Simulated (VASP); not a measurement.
# TiC: single point with PBEsol+U

TiC:

```
Ti C
1.0
     0.00000    2.16018    2.16018
     2.16018    0.00000    2.16018
     2.16018    2.16018    0.00000
Ti C
1 1
Direct
  0.00000 0.00000 0.00000
  0.50000 0.50000 0.50000
```

| Item | Value |
| --- | --- |
| Program | VASP 6.6.1 |
| Task | single point |
| Functional | PBEsol |
| Potentials or basis | VASP PAW PBE potentials, release 64 (Ti_sv, C) |
| Cutoff | 520 eV |
| k mesh | 11 × 11 × 11 |
| Occupations | fermi-dirac, width 0.05 eV |
| Spin | no spin polarisation |
| Hubbard terms | Ti d U = 3.0 eV |
| Dipole correction | no |
| Further INCAR settings | ALGO = Normal; EDIFF = 1e-06; NBANDS = 15 |

```
Pressure               : 4.2 GPa
Band gap on the k mesh : zero (band 8 reaches 10.70 eV, above the bottom of band 9 at 9.31 eV)
```

Levels at points of the mesh, in eV from the Fermi level:
```tsv
k point	band 6	band 7	band 8	band 9	band 10	band 11
(0.00, 0.00, 0.00)	0.87	0.87	0.87	1.50	1.50	1.50
```

Eigenvalues of the final occupation matrices:
| site | spin | trace | eigenvalues |
| --- | --- | --- | --- |
| site 1 d | 1 | 0.95 | 0.13 0.13 0.13 0.28 0.28 |
| site 1 d | 2 | 0.95 | 0.13 0.13 0.13 0.28 0.28 |

It took 21 s on 1 thread of Intel(R) Xeon(R) Platinum 8259CL CPU @ 2.50GHz (Skylake/Cascade Lake), on a shared host, peak memory 0.15 GiB.

Caveat: the PAW data sets were made with another functional, which shifts forces and pressure a little; U without spin polarisation on a metal has little footing; the U is typed as a test and isn't derived for this compound.
